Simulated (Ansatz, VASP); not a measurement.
# Two plane-wave programs on Ni

Contents of INCAR:

```
SYSTEM = Ni
ALGO     = Normal         ! electronic algorithm
EDIFF    = 1E-6           ! SCF threshold, eV
ENCUT    = 690            ! plane-wave cutoff, eV
GGA      = CA             ! functional
GGA_COMPAT= .FALSE.      
ISIF     = 2              ! what is computed and relaxed
ISMEAR   = -1             ! smearing method
ISPIN    = 2              ! spin polarisation
LASPH    = .TRUE.         ! aspherical terms in the spheres
LCHARG   = .FALSE.        ! write CHGCAR
LMAXMIX  = 4              ! l up to which the mixer works
LORBIT   = 11             ! projections on sites
LREAL    = .FALSE.        ! projectors in reciprocal space
LWAVE    = .FALSE.        ! write WAVECAR
MAGMOM   = 1              ! initial moments
NBANDS   = 19             ! bands
NELM     = 200            ! most SCF steps
PREC     = Accurate       ! precision mode
SIGMA    = 0.05           ! smearing width, eV
```

File KPOINTS:

```
k-points
0
G
  17 17 17
  0 0 0
```

POSCAR

```
Ni
1.0
   -1.3837150000      1.3837150000      1.3837150000
    1.3837150000     -1.3837150000      1.3837150000
    1.3837150000      1.3837150000     -1.3837150000
Ni
1
Direct
    0.0000000000      0.0000000000      0.0000000000
```

Input for Ansatz:

```yaml
crystal:
  lattice:
    - [-1.383715, 1.383715, 1.383715]
    - [1.383715, -1.383715, 1.383715]
    - [1.383715, 1.383715, -1.383715]
  atoms:
    - { symbol: Ni, position: [0.0, 0.0, 0.0], spin: 1.0 }
basis:
  ecutwfc: 470.0
kpoints:
  mp_grid:
    grid: [17, 17, 17]
hamiltonian:
  xc: lda
  pseudopotentials:
    kind: paw
magnetization:
  spin_polarized: true
scf:
  convergence:
    dr2_threshold: 1.0e-09
  occupations:
    method: fermi_dirac
    width: 0.05
output:
  stress: true
```

Alike in both runs: task single point; functional LDA; k mesh 17 × 17 × 17; occupations fermi-dirac, width 0.05 eV; collinear spin.

|  | VASP | Ansatz |
| --- | --- | --- |
| version | VASP 6.6.1 | Ansatz 0.2.0 |
| potentials or method | VASP PAW LDA potentials, release 64 (Ni_sv_GW), cutoff 690 eV | plane waves, PAW |
| valence electrons in the cell | 18 | 18 |

```tsv
	VASP	Ansatz	Ansatz less VASP
pressure (GPa)	-11.4	-10.7	+0.74
net moment per atom (μB)	0.41	0.47	+0.056
size of the moment on the site where the two differ most (μB)	0.43	0.49	+0.060
```

LDA's correlation is that of Perdew and Zunger in VASP and of Perdew and Wang (1992) in Ansatz. Site moments also hang on the region over which each program counts them. Ansatz's warnings: stress scf threshold loose.
